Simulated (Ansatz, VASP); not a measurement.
## O: VASP beside Ansatz

```
CELL_PARAMETERS angstrom
0.00000 2.07907 3.29964
1.45837 0.00000 3.29964
1.45837 2.07907 0.00000
ATOMIC_POSITIONS crystal
O 0.08710 0.08710 0.91290
O 0.91290 0.91290 0.08710
```

Change from the starting cell: volume scaled by 0.96.

Alike in both runs: task single point; functional PBE; k mesh 12 × 12 × 12; occupations fermi-dirac, width 0.01 eV; no spin polarisation.

|  | VASP | Ansatz |
| --- | --- | --- |
| version | VASP 6.6.1 | Ansatz 0.2.0 |
| potentials or method | VASP PAW PBE potentials, release 64 (O), cutoff 520 eV | all-electron LAPW, scalar-relativistic |

VASP gave:

- pressure (GPa): 25.8
- traceless stress, the component that is largest in VASP (GPa): 56.86
- rms of the force components (eV/Å): 4.388

Which values does Ansatz return?

Pressure (GPa): 19.7; traceless stress, the component that is largest in VASP (GPa): 43.71; rms of the force components (eV/Å): 3.131.

Atom by atom the forces differ by 1.257 eV/Å (rms over components). Ansatz ran all-electron here, and VASP with PAW potentials.

Noted on VASP's run: the standard files for N, O and F lose accuracy on very short bonds; spin is off for a triplet molecule.
